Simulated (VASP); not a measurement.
# Sn (Fd-3m) in VASP: notebook

Sn is run at these levels: LDA; tasks: relaxation of cell and atoms.

Program: VASP 6.6.1. These are calculated values, not measurements. Logs are shortened: lines on timing, memory, paths and dates and some standing lists are left out, and cuts for length are marked.

### Step 1. The cell of the first run

Symmetry: Fd-3m, No. 227, cubic system. Conventional cell: a = 6.467 Å, b = 6.467 Å, c = 6.467 Å, α = 90.00°, β = 90.00°, γ = 90.00°. Sn (site symmetry -43m) has 4 Sn at 2.80 Å within 3.7 Å.

This isn't the form of Sn at room conditions, which is tetragonal (white tin).

### Step 2. Relaxation of cell and atoms, LDA, target pressure 6 GPa, at which the enthalpy is minimised

Input file INCAR:

```
ALGO     = Normal         # electronic algorithm
EDIFF    = 1E-7           # SCF threshold, eV
EDIFFG   = -0.01          # ionic threshold
ENCUT    = 500            # plane-wave cutoff, eV
GGA_COMPAT= F            
IBRION   = 2              # ionic algorithm
ISIF     = 3              # what is computed and relaxed
ISMEAR   = -1             # smearing method
LASPH    = T              # aspherical terms in the spheres
LCHARG   = F              # write CHGCAR
LREAL    = F              # projectors in reciprocal space
LWAVE    = F              # write WAVECAR
NELM     = 120            # most SCF steps
NELMIN   = 4            
NSW      = 80             # ionic steps
PREC     = Accurate       # precision mode
PSTRESS  = 60.0         
SIGMA    = 0.1            # smearing width, eV
```

Input file KPOINTS:

```
k-points
0
Gamma
  6 6 6
```

Input file POSCAR:

```
Sn
1.0
    0.0000000000      3.2333450000      3.2333450000
    3.2333450000      0.0000000000      3.2333450000
    3.2333450000      3.2333450000      0.0000000000
Sn
2
Direct
    0.5000000000      0.5000000000      0.5000000000
    0.7500000000      0.7500000000      0.7500000000
```

Potentials or basis: VASP PAW LDA potentials, release 64 (Sn_d).

Launch:

```bash
$ cat potpaw_LDA.64/Sn_d/POTCAR > POTCAR
$ mpirun -np 1 vasp_std > vasp.out
```

OUTCAR:

```text
EDIFF = 1E-7
   EDIFFG = -0.01
   ENCUT = 500
   IBRION = 2
   ISIF = 3
   ISMEAR = -1
   LASPH = T
   LREAL = F
   NELM = 120
   NELMIN = 4
   NSW = 80
   PREC = Accurate
   PSTRESS = 60.0

 ion  position               nearest neighbor table
   1  0.500  0.500  0.500-   2 2.80   2 2.80   2 2.80   2 2.80
   2  0.750  0.750  0.750-   1 2.80   1 2.80   1 2.80   1 2.80

  LATTYP: Found a face centered cubic cell.
 ALAT       =     6.4666900000

  Lattice vectors:

 A1 = (   0.0000000000,   3.2333450000,   3.2333450000)
 A2 = (   3.2333450000,   0.0000000000,   3.2333450000)
 A3 = (   3.2333450000,   3.2333450000,   0.0000000000)

Analysis of symmetry for initial positions (statically):
=====================================================================
 Subroutine PRICEL returns:
 Original cell was already a primitive cell.

 Routine SETGRP: Setting up the symmetry group for a
 face centered cubic supercell.

 Subroutine GETGRP returns: Found 48 space group operations
 (whereof 24 operations were pure point group operations)
 out of a pool of 48 trial point group operations.

The static configuration has the point symmetry T_d .
 The point group associated with its full space group is O_h .

Analysis of symmetry for dynamics (positions and initial velocities):
=====================================================================
 Subroutine PRICEL returns:
 Original cell was already a primitive cell.

 Routine SETGRP: Setting up the symmetry group for a
 face centered cubic supercell.

 Subroutine GETGRP returns: Found 48 space group operations
 (whereof 24 operations were pure point group operations)
 out of a pool of 48 trial point group operations.

The dynamic configuration has the point symmetry T_d .
 The point group associated with its full space group is O_h .

 Subroutine INISYM returns: Found 48 space group operations
 (whereof 24 operations are pure point group operations),
 and found     1 'primitive' translations

----------------------------------------------------------------------------------------

                                     Primitive cell

  volume of cell :      67.6061

  direct lattice vectors                    reciprocal lattice vectors
     0.000000000  3.233345000  3.233345000    -0.154638617  0.154638617  0.154638617
     3.233345000  0.000000000  3.233345000     0.154638617 -0.154638617  0.154638617
     3.233345000  3.233345000  0.000000000     0.154638617  0.154638617 -0.154638617

  length of vectors
     4.572640351  4.572640351  4.572640351     0.267841942  0.267841942  0.267841942

  position of ions in fractional coordinates (direct lattice)
[... 75 lines left out ...]
   NFREE  =      1    steps in history (QN), initial steepest desc. (CG)
   ISIF   =      3    stress and relaxation
   ISYM   =      2    0-nonsym 1-usesym 2-fastsym
   POTIM  = 0.5000    time-step for ionic-motion
   TEBEG  =    0.0;   TEEND  =   0.0 temperature during run
   PSTRESS=   60.0 pullay stress
   NELECT =      28.0000    total number of electrons
   NUPDOWN=      -1.0000    fix difference up-down
   EMIN   =  10.00;   EMAX   =-10.00  energy-range for DOS
   EFERMI =   0.00;   METHOD = LEGACY
   ISMEAR =    -1;   SIGMA  =   0.10  broadening in eV -4-tet -1-fermi 0-gaus
   EFERMI_NEDOS =   21; number of points for ismear=-14 and -15
   IALGO  =     38    algorithm
   IMIX   =      4    mixing-type and parameters
     AMIX     =   0.40;   BMIX     =  1.00
     AMIX_MAG =   1.60;   BMIX_MAG =  1.00
  volume/ion in A,a.u.               =      33.80       228.11
  Fermi-wavevector in a.u.,A,eV,Ry     =   1.220297  2.306027 20.260765  1.489124
  Thomas-Fermi vector in A             =   2.355519
   LORBIT       =      0    0 simple, 1 ext, 2 COOP (PROOUT), +10 PAW based schemes
   GGA     = CA    functional components
   LHFCALC =     F    Hartree Fock is set to
   AEXX    =    0.0000 exact exchange contribution
   IVDW    =     0    specifies the selected vdW correction
   LEPSILON=     F    determine dielectric tensor
   LRPA    =     F    only Hartree local field effects (RPA)
 conjugate gradient relaxation of ions
 non-spin polarized calculation
  energy-cutoff  :      500.00
  volume of cell :       67.61
 maximum number of plane-waves:      1759
 NGX is ok and might be reduce to    36
   NGX = 17   NGY = 17   NGZ = 17

--------------------------------------- Ionic step        1  -------------------------------------------

 number of electron      28.0000008 magnetization

 Free energy of the ion-electron system (eV)
  ---------------------------------------------------
  ext. energy  EPLUGINS =         0.00000000
  ---------------------------------------------------
  free energy    TOTEN  =        -8.91098711 eV

  energy without entropy =       -8.89984547  energy(sigma->0) =       -8.90541629

------------------------ aborting loop because EDIFF is reached ----------------------------------------

  FORCE on cell =-STRESS in cart. coord.  units (eV):
  Direction    XX          YY          ZZ          XY          YZ          ZX
  --------------------------------------------------------------------------------------
  -------------------------------------------------------------------------------------
  Total        0.1108022      0.1108022      0.1108022      0.0000000      0.0000000      0.0000000
  in kB        2.6258677      2.6258677      2.6258677      0.0000000      0.0000000      0.0000000
  external PRESSURE =     -57.3741323 kB  Pullay stress =      60.0000000 kB
[... 25 lines left out ...]
--------------------------------------- Ionic step        2  -------------------------------------------

 number of electron      28.0000005 magnetization

 E-fermi :   7.7760     XC(G=0): -10.0484

 val. band max:        7.7377947485   @ k =   0.0000   0.0000   0.0000
 cond. band min:       7.9799721799   @ k =   0.5000   0.0000   0.0000
 fundamental gap:      0.2421774314
 Fermi energy:         7.7760303584

 k-point     1 :       0.0000    0.0000    0.0000
  band No.  band energies     occupation
      1     -14.4964      2.00000
      2     -14.4964      2.00000
      3     -14.4964      2.00000
      4     -14.4042      2.00000
      5     -14.4042      2.00000
      6     -13.8931      2.00000
[... 476 lines left out ...]
--------------------------------------- Ionic step        6  -------------------------------------------

 number of electron      27.9999993 magnetization

 Free energy of the ion-electron system (eV)
  ---------------------------------------------------
  ext. energy  EPLUGINS =         0.00000000
  ---------------------------------------------------
  free energy    TOTEN  =        -8.79645887 eV

  energy without entropy =       -8.78897465  energy(sigma->0) =       -8.79271676

 E-fermi :   6.6391     XC(G=0):  -9.6737

 val. band max:        6.6014639270   @ k =   0.0000   0.0000   0.0000
 cond. band min:       6.7008233045   @ k =   0.0000   0.0000   0.0000
 fundamental gap:      0.0993593775
 Fermi energy:         6.6390861292

 k-point     1 :       0.0000    0.0000    0.0000
  band No.  band energies     occupation
      1     -15.2629      2.00000
      2     -15.2629      2.00000
      3     -15.2629      2.00000
      4     -15.1849      2.00000
      5     -15.1849      2.00000
      6     -14.7692      2.00000
[... 358 lines left out ...]
  energy  without entropy=       -8.7889746497  energy(sigma->0) =       -8.79271676

  enthalpy is  TOTEN    =        -6.5029170257 eV   P V=        2.2935418469

 reached required accuracy - stopping structural energy minimisation
```

Wall time 2.2 min (1 thread of Intel Xeon 8259CL, shared host); peak memory 0.18 GiB.

What came out:

* Free energy: -8.7965 eV
* Relaxed volume: 30.62 Å³/atom
* Relaxed cell: a = 4.424 Å, b = 4.424 Å, c = 4.424 Å, α = 60.00°, β = 60.00°, γ = 60.00°
* Space group after relaxing (to 0.1 Å): Fd-3m (No. 227)
* Energy change on relaxing (the run minimises the enthalpy): +57.3 meV/atom
* Ionic steps: 6
* Pressure after relaxing: 6.0 GPa
* Band gap on the k mesh: zero (filled and empty bands touch)

Step by step:
```tsv
step	energy change (eV)	largest force (eV/Å)	pressure (GPa)	volume (Å³)
1	0.0000	0.0000	0.26	67.61
2	0.3912	0.0000	12.96	56.44
3	0.1118	0.0000	5.92	61.32
4	0.1164	0.0000	6.06	61.19
5	0.1132	0.0000	5.94	61.28
6	0.1145	0.0000	6.01	61.24
```

Final structure:
```xyz
2
Lattice="0.0000 3.1286 3.1286 3.1286 0.0000 3.1286 3.1286 3.1286 0.0000" Properties=species:S:1:pos:R:3 pbc="T T T"
Sn    3.1286    3.1286    3.1286
Sn    4.6928    4.6928    4.6928
```

Levels at points of the mesh, in eV from the Fermi level:
| k point | band 11 | band 12 | band 13 | band 14 | band 15 | band 16 | band 17 | band 18 |
| --- | --- | --- | --- | --- | --- | --- | --- | --- |
| (0.00, 0.00, 0.00) | -11.46 | -0.04 | 0.06 | 0.06 | 0.06 | 2.12 | 2.12 | 2.12 |
| (0.50, 0.00, 0.00) | -9.60 | -6.83 | -1.33 | -1.33 | 0.11 | 3.23 | 3.23 | 5.40 |
| (0.50, 0.50, 0.00) | -7.99 | -7.99 | -2.87 | -2.87 | 0.59 | 0.59 | 8.34 | 8.34 |

Caveat: the cell is relaxed towards a set pressure, so the run minimises the enthalpy, not the energy; spin-orbit coupling is left out, which moves the levels of the heavy elements. Zero-point motion and thermal expansion aren't in these numbers.

### Step 3. Relaxation of cell and atoms, LDA, target pressure 8 GPa, at which the enthalpy is minimised

Input file INCAR:

```
SYSTEM = Sn
  PREC = Accurate
  ENCUT = 500
  EDIFF = 1E-7
  ISMEAR = -1
  SIGMA = 0.1
  LREAL = .False.
  LASPH = .True.
  NELM = 120
  ALGO = Normal
  ISIF = 3
  LWAVE = .False.
  LCHARG = .False.
  GGA = CA
  IBRION = 2
  NSW = 80
  EDIFFG = -0.01
  PSTRESS = 80.0
  GGA_COMPAT = .False.
  NELMIN = 4
```

Input file KPOINTS:

```
regular mesh
0
Gamma
  6 6 6
  0 0 0
```

POSCAR is that of step 2.

Potentials or basis: VASP PAW LDA potentials, release 64 (Sn_d).

Launch:

```bash
$ cat potpaw_LDA.64/Sn_d/POTCAR > POTCAR
$ mpirun -np 1 vasp_std > vasp.out
```

Wall time 93 s (1 thread of Intel Xeon 8259CL, shared host); peak memory 0.18 GiB.

It converged, with:

| Property | Result |
| --- | --- |
| Free energy | -8.7276 eV |
| Relaxed volume | 29.83 Å³/atom |
| Relaxed cell | a = 4.386 Å, b = 4.386 Å, c = 4.386 Å, α = 60.00°, β = 60.00°, γ = 60.00° |
| Space group after relaxing (to 0.1 Å) | Fd-3m (No. 227) |
| Energy change on relaxing (the run minimises the enthalpy) | +91.7 meV/atom |
| Ionic steps | 4 |
| Pressure after relaxing | 8.0 GPa |

Step by step:
```csv
step,energy change (eV),largest force (eV/Å),pressure (GPa),volume (Å³)
1,0.0000,0.0000,0.26,67.61
2,0.7623,0.0000,20.62,52.86
3,0.1759,0.0000,7.76,59.81
4,0.1834,0.0000,7.97,59.66
```

Final structure:
```yaml
crystal:
  lattice:
    - [0.00000, 3.10131, 3.10131]
    - [3.10131, 0.00000, 3.10131]
    - [3.10131, 3.10131, 0.00000]
  atoms:
    - { symbol: Sn, position: [0.50000, 0.50000, 0.50000] }
    - { symbol: Sn, position: [0.75000, 0.75000, 0.75000] }
```

Levels at points of the mesh, in eV from the Fermi level:
```
           k point  band 10  band 11  band 12  band 13  band 14  band 15  band 16  band 17  band 18
(0.00, 0.00, 0.00)   -21.47   -11.71     0.01     0.01     0.01     0.11     2.07     2.07     2.07
(0.50, 0.00, 0.00)   -21.41    -9.79    -7.01    -1.42    -1.42     0.12     3.19     3.19     5.31
(0.50, 0.50, 0.00)   -21.38    -8.15    -8.15    -3.02    -3.02     0.51     0.51     8.46     8.46
```

Caveat: the cell is relaxed towards a set pressure, so the run minimises the enthalpy, not the energy; spin-orbit coupling is left out, which moves the levels of the heavy elements. LDA usually gives volumes a few per cent too small.

The gap in the log of VASP goes by the Fermi energy; the results here count the filled bands.